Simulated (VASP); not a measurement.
Input of a VASP 6.6.1 run:

File INCAR:

```
SYSTEM = TiHSe2
PREC = Accurate
ENCUT = 500
EDIFF = 1E-7
ISMEAR = 0
SIGMA = 0.1
LREAL = .False.
LASPH = .True.
NELM = 120
ALGO = Normal
ISIF = 3
LWAVE = .False.
LCHARG = .False.
GGA = PE
IVDW = 12
IBRION = 2
NSW = 90
EDIFFG = -0.025
GGA_COMPAT = .False.
NELMIN = 4
```

KPOINTS

```
Automatic mesh
0
Gamma
  12 12 8
  0 0 0
```

POSCAR

```
TiHSe2
1.0
    3.6018862766      0.0000000000      0.0000000000
   -1.8009431383      3.1193250171      0.0000000000
    0.0000000000      0.0000000000      5.3797216271
Ti Se H
1 2 1
Direct
    0.0000000000      0.0000000000      0.0000000000
    0.3333333333      0.6666666667      0.2775693541
    0.6666666667      0.3333333333      0.7224306459
    0.0000000000      0.0000000000      0.5000000000
```

Potentials or basis: VASP PAW PBE potentials, release 64 (Ti_sv, Se, H).

Run with:

```console
$ cat potpaw_PBE.64/Ti_sv/POTCAR potpaw_PBE.64/Se/POTCAR potpaw_PBE.64/H/POTCAR > POTCAR
$ mpirun -np 1 vasp_std > vasp.out
```

Task: Predict the relaxed cell.

Result: a = 3.600 Å, b = 3.600 Å, c = 5.389 Å, α = 90.00°, β = 90.00°, γ = 120.00°.

Task: Predict the relaxed volume.

Result: 15.12 Å³/atom.

Forces on the atoms (eV/Å):
```
Ti   0.000  0.000  0.000
Se   0.000  0.000  0.011
Se   0.000  0.000 -0.011
H    0.000  0.000  0.000
```

Caveat: pairwise dispersion overbinds metals, which lowers pressure and volume.
